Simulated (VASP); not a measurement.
Crystal: KMgF3.

```xyz
5
Lattice="3.9859 0.0000 0.0000 0.0000 3.9859 0.0000 0.0000 0.0000 3.9859" Properties=species:S:1:pos:R:3 pbc="T T T"
K     1.9929    1.9929    1.9929
Mg    0.0000    0.0000    0.0000
F     1.9929    0.0000    0.0000
F     0.0000    1.9929    0.0000
F     0.0000    0.0000    1.9929
```

- Program: VASP 6.6.1
- Task: relaxation of cell and atoms
- Functional: RPBE
- Potentials or basis: VASP PAW PBE potentials, release 64 (K_sv, Mg, F)
- Cutoff: 600 eV
- k mesh: 6 × 6 × 6
- Occupations: gaussian, width 0.01 eV
- Spin: no spin polarisation

At the start: pressure 7.5 GPa; volume 12.67 Å³/atom.

Question: Where does the relaxation end?

Answer: Over 3 steps the energy falls by 29.4 meV/atom and the volume is 14.08 Å³/atom (+11.2 %); space group Pm-3m (No. 221, to 0.05 Å).

Step by step:
| step | energy change (eV) | largest force (eV/Å) | pressure (GPa) | volume (Å³) |
| --- | --- | --- | --- | --- |
| 1 | 0.0000 | 0.0000 | 7.45 | 63.33 |
| 2 | -0.1419 | 0.0000 | 1.20 | 68.88 |
| 3 | -0.1468 | 0.0000 | -0.12 | 70.41 |

Final structure:
```xyz
5
Lattice="4.1293 0.0000 0.0000 0.0000 4.1293 0.0000 0.0000 0.0000 4.1293" Properties=species:S:1:pos:R:3 pbc="T T T"
K     2.0646    2.0646    2.0646
Mg    0.0000    0.0000    0.0000
F     2.0646    0.0000    0.0000
F     0.0000    2.0646    0.0000
F     0.0000    0.0000    2.0646
```

Caveat: the PAW data sets were made with another functional, which shifts forces and pressure a little; the volume moved by +11 % from the deposited cell, more than functionals usually miss.
